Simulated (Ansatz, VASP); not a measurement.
ZnO: VASP beside Ansatz

```xyz
4
Lattice="3.2309 0.0000 0.0000 -1.6155 2.7981 0.0000 0.0000 0.0000 5.2154" Properties=species:S:1:pos:R:3 pbc="T T T"
Zn    0.0000    1.8654    0.0082
Zn    1.6155    0.9327    2.6159
O     0.0000    1.8654    2.0633
O     1.6155    0.9327    4.6710
```

Alike in both runs: task single point; functional PBEsol; k mesh 9 × 9 × 6; occupations gaussian, width 0.05 eV; no spin polarisation.

|  | VASP | Ansatz |
| --- | --- | --- |
| version | VASP 6.6.1 | Ansatz 0.2.0 |
| potentials or method | VASP PAW PBE potentials, release 64 (Zn, O), cutoff 520 eV | scalar-relativistic, plane waves, PAW |
| valence electrons in the cell | 36 | 36 |

|  | VASP | Ansatz | Ansatz less VASP |
| --- | --- | --- | --- |
| gap on the k mesh at the Fermi level (eV) | 0.70 | 0.71 | +0.013 |
| least direct gap on the mesh (eV) | 0.70 | 0.71 | +0.013 |
| pressure (GPa) | 1.2 | 0.4 | -0.74 |
| traceless stress, the component that is largest in VASP (GPa) | -4.14 | -3.92 | +0.223 |
| rms of the force components (eV/Å) | 0.234 | 0.226 | -0.0087 |

VASP's potentials were made for PBE, not for PBEsol, and Ansatz warns of the same on its side. Atom by atom the forces differ by 0.009 eV/Å (rms over components).
